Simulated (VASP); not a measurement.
# BeS (F-43m) in VASP: a series of runs, part 2 of 2

VASP 6.6.1. Earlier steps stand in the parts before.

## 4. Single point, PBE (volume scaled by 0.88)

Input file INCAR:

```
ALGO = Normal ; EDIFF = 1E-6
ENCUT = 520 ; GGA = PE
ISIF = 2 ; ISMEAR = 0
LASPH = T ; LCHARG = T
LELF = T ; LREAL = F
LVHAR = T ; LWAVE = F
NBANDS = 11 ; NELM = 80
PREC = Accurate ; SIGMA = 0.02
```

Input file KPOINTS:

```
k-points
0
Gamma
  8 8 8
```

Input file POSCAR:

```
BeS
1.0
    0.0000000000      2.3363027034      2.3363027034
    2.3363027034      0.0000000000      2.3363027034
    2.3363027034      2.3363027034      0.0000000000
Be S
1 1
Direct
    0.2500000000      0.2500000000      0.2500000000
    0.5000000000      0.5000000000      0.5000000000
```

Potentials or basis: VASP PAW PBE potentials, release 64 (Be, S).

Launch:

```bash
cat potpaw_PBE.64/Be/POTCAR potpaw_PBE.64/S/POTCAR > POTCAR
mpirun -np 1 vasp_std > vasp.out
```

OUTCAR:

```text
EDIFF = 1E-6
   ENCUT = 520
   GGA = PE
   ISIF = 2
   ISMEAR = 0
   LASPH = T
   LREAL = F
   NELM = 80
   PREC = Accurate

 ion  position               nearest neighbor table
   1  0.250  0.250  0.250-   2 2.02   2 2.02   2 2.02   2 2.02
   2  0.500  0.500  0.500-   1 2.02   1 2.02   1 2.02   1 2.02

  LATTYP: Found a face centered cubic cell.
 ALAT       =     4.6726054068

  Lattice vectors:

 A1 = (   0.0000000000,   2.3363027034,   2.3363027034)
 A2 = (   2.3363027034,   0.0000000000,   2.3363027034)
 A3 = (   2.3363027034,   2.3363027034,   0.0000000000)

Analysis of symmetry for initial positions (statically):
=====================================================================
 Subroutine PRICEL returns:
 Original cell was already a primitive cell.

 Routine SETGRP: Setting up the symmetry group for a
 face centered cubic supercell.

 Subroutine GETGRP returns: Found 24 space group operations
 (whereof 24 operations were pure point group operations)
 out of a pool of 48 trial point group operations.

The static configuration has the point symmetry T_d .

Analysis of symmetry for dynamics (positions and initial velocities):
=====================================================================
 Subroutine PRICEL returns:
 Original cell was already a primitive cell.

 Routine SETGRP: Setting up the symmetry group for a
 face centered cubic supercell.

 Subroutine GETGRP returns: Found 24 space group operations
 (whereof 24 operations were pure point group operations)
 out of a pool of 48 trial point group operations.

The dynamic configuration has the point symmetry T_d .

 Subroutine INISYM returns: Found 24 space group operations
 (whereof 24 operations are pure point group operations),
 and found     1 'primitive' translations

----------------------------------------------------------------------------------------

                                     Primitive cell

[... 112 lines left out ...]
  Fermi-wavevector in a.u.,A,eV,Ry     =   1.112327  2.101993 16.834091  1.237271
  Thomas-Fermi vector in A             =   2.248900
   LORBIT       =      0    0 simple, 1 ext, 2 COOP (PROOUT), +10 PAW based schemes
   GGA     = PE    functional components
   LHFCALC =     F    Hartree Fock is set to
   AEXX    =    0.0000 exact exchange contribution
   IVDW    =     0    specifies the selected vdW correction
   LEPSILON=     F    determine dielectric tensor
   LRPA    =     F    only Hartree local field effects (RPA)
 non-spin polarized calculation
 Gauss-broadening in eV      SIGMA  =   0.02
  energy-cutoff  :      520.00
  volume of cell :       25.50
 maximum number of plane-waves:       701
 NGX is ok and might be reduce to    28
   NGX = 13   NGY = 13   NGZ = 13

 number of electron       7.9999999 magnetization

 Free energy of the ion-electron system (eV)
  ---------------------------------------------------
  ext. energy  EPLUGINS =         0.00000000
  ---------------------------------------------------
  free energy    TOTEN  =        -9.86390228 eV

  energy without entropy =       -9.86390228  energy(sigma->0) =       -9.86390228

 E-fermi :   5.5315     XC(G=0): -10.2009

 val. band max:        5.4024331930   @ k =   0.0000   0.0000   0.0000
 cond. band min:       8.2318268729   @ k =   0.5000   0.5000   0.0000
 fundamental gap:      2.8293936799
 Fermi energy:         5.5315294997

 k-point     1 :       0.0000    0.0000    0.0000
  band No.  band energies     occupation
      1      -9.0969      2.00000
      2       5.4024      2.00000
      3       5.4024      2.00000
      4       5.4024      2.00000
      5      10.9958      0.00000
      6      10.9958      0.00000
      7      10.9958      0.00000
      8      12.2780      0.00000
      9      18.4260      0.00000
     10      18.4260      0.00000
     11      21.1477      0.00000
[... 309 lines left out ...]
 k-point    24 :      -0.3750    0.2500    0.1250
  band No.  band energies     occupation
      1      -6.8240      2.00000
      2      -0.5591      2.00000
      3       2.2529      2.00000
      4       3.2496      2.00000
      5      11.4194      0.00000
      6      12.2423      0.00000
      7      15.0464      0.00000
      8      16.4216      0.00000
      9      17.3264      0.00000
     10      21.4096      0.00000
     11      22.3118      0.00000

 [... further k-points ...]
[... 5 lines left out ...]
  --------------------------------------------------------------------------------------
  -------------------------------------------------------------------------------------
  Total        2.4062762      2.4062762      2.4062762      0.0000000      0.0000000     -0.0000000
  in kB      151.1606432    151.1606432    151.1606432      0.0000000      0.0000000     -0.0000000
  external PRESSURE =     151.1606432 kB  Pullay stress =       0.0000000 kB

 VOLUME and BASIS-vectors are now :
 -----------------------------------------------------------------------------
  energy-cutoff  :      520.00
  volume of cell :       25.50
      direct lattice vectors                 reciprocal lattice vectors
     0.000000000  2.336302703  2.336302703    -0.214013364  0.214013364  0.214013364
     2.336302703  0.000000000  2.336302703     0.214013364 -0.214013364  0.214013364
     2.336302703  2.336302703  0.000000000     0.214013364  0.214013364 -0.214013364

 POSITION                                       TOTAL-FORCE (eV/Angst)
 -----------------------------------------------------------------------------------
      1.16815      1.16815      1.16815        -0.000000     -0.000000     -0.000000
      2.33630      2.33630      2.33630         0.000000      0.000000      0.000000
 -----------------------------------------------------------------------------------
    total drift:                               -0.000000     -0.000000     -0.000000

  FREE ENERGIE OF THE ION-ELECTRON SYSTEM (eV)
  ---------------------------------------------------
  free  energy   TOTEN  =        -9.8639022845 eV

  energy  without entropy=       -9.8639022845  energy(sigma->0) =       -9.86390228
```

Wall time 5.1 s (1 thread of Intel Xeon 6975P-C (Granite Rapids), shared host); peak memory 0.15 GiB.

Results:

```yaml
Free_energy: -9.8639 eV
Pressure: 15.1 GPa
Band_gap_on_the_k_mesh: 2.83 eV, indirect (least direct gap 5.59 eV)
```

Levels at points of the mesh, in eV from the valence-band top:
```tsv
k point	band 1	band 2	band 3	band 4	band 5	band 6	band 7	band 8
(0.00, 0.00, 0.00)	-14.50	0.00	0.00	0.00	5.59	5.59	5.59	6.88
(0.50, 0.00, 0.00)	-12.56	-6.55	-1.20	-1.20	5.88	6.50	6.50	11.71
(0.50, 0.50, 0.00)	-11.90	-5.63	-3.05	-3.05	2.83	4.79	13.69	13.69
```

Caveat: the cell differs from its parent crystal (volume scaled by 0.88). A k mesh can miss the band edges.

## 5. Single point, PBE

This run uses another cell than the first one, of 14.49 Å³/atom, 1.064 times its volume.

Input file INCAR:

```
SYSTEM = BeS
PREC = Accurate
ENCUT = 520
EDIFF = 1E-6
ISMEAR = 0
SIGMA = 0.02
LREAL = .False.
LASPH = .True.
NELM = 60
ALGO = Normal
ISIF = 2
LWAVE = .False.
LCHARG = .False.
GGA = PE
NBANDS = 11
```

Input file KPOINTS:

```
regular mesh
0
Gamma
  8 8 8
  0 0 0
```

Input file POSCAR:

```
BeS
1.0
    0.0000000000      2.4380066589      2.4380066589
    2.4380066589      0.0000000000      2.4380066589
    2.4380066589      2.4380066589      0.0000000000
Be S
1 1
Direct
    0.2500000000      0.2500000000      0.2500000000
    0.5000000000      0.5000000000      0.5000000000
```

Launch:

```bash
cat potpaw_PBE.64/Be/POTCAR potpaw_PBE.64/S/POTCAR > POTCAR
mpirun -np 1 vasp_std > vasp.out
```

It took 4.9 s on 1 thread of Intel Xeon 6975P-C (Granite Rapids), shared host; peak memory 0.15 GiB.

The run converged. Its results:

| Item | Value |
| --- | --- |
| Free energy | -10.0133 eV |
| Pressure | 0.0 GPa |
| Band gap on the k mesh | 3.15 eV, indirect (least direct gap 5.68 eV) |

Levels at points of the mesh, in eV from the valence-band top:
| k point | band 2 | band 3 | band 4 | band 5 | band 6 | band 7 |
| --- | --- | --- | --- | --- | --- | --- |
| (0.00, 0.00, 0.00) | 0.00 | 0.00 | 0.00 | 5.68 | 5.68 | 5.68 |
| (0.50, 0.00, 0.00) | -5.68 | -1.01 | -1.01 | 5.42 | 6.57 | 6.57 |
| (0.50, 0.50, 0.00) | -4.94 | -2.59 | -2.59 | 3.15 | 4.93 | 12.65 |

A k mesh can miss the band edges.

## 6. The runs side by side

```tsv
cell	gap on the mesh (eV)	pressure (GPa)
a = 3.377 Å, angles 60.0°, 2 atoms	3.00	6.5
a = 3.341 Å, angles 60.0°, 2 atoms	2.92	10.5
a = 3.304 Å, angles 60.0°, 2 atoms	2.83	15.1
a = 3.448 Å, angles 60.0°, 2 atoms	3.15	0.0
```

Alike in all rows: task single point; level PBE; potentials or basis VASP PAW PBE potentials, release 64 (Be, S); no spin polarisation; k mesh 8 × 8 × 8; cutoff (eV) 520; smearing gaussian 0.02 eV.

Total energies depend on the potentials used, so only differences within one code and one set of settings carry meaning.
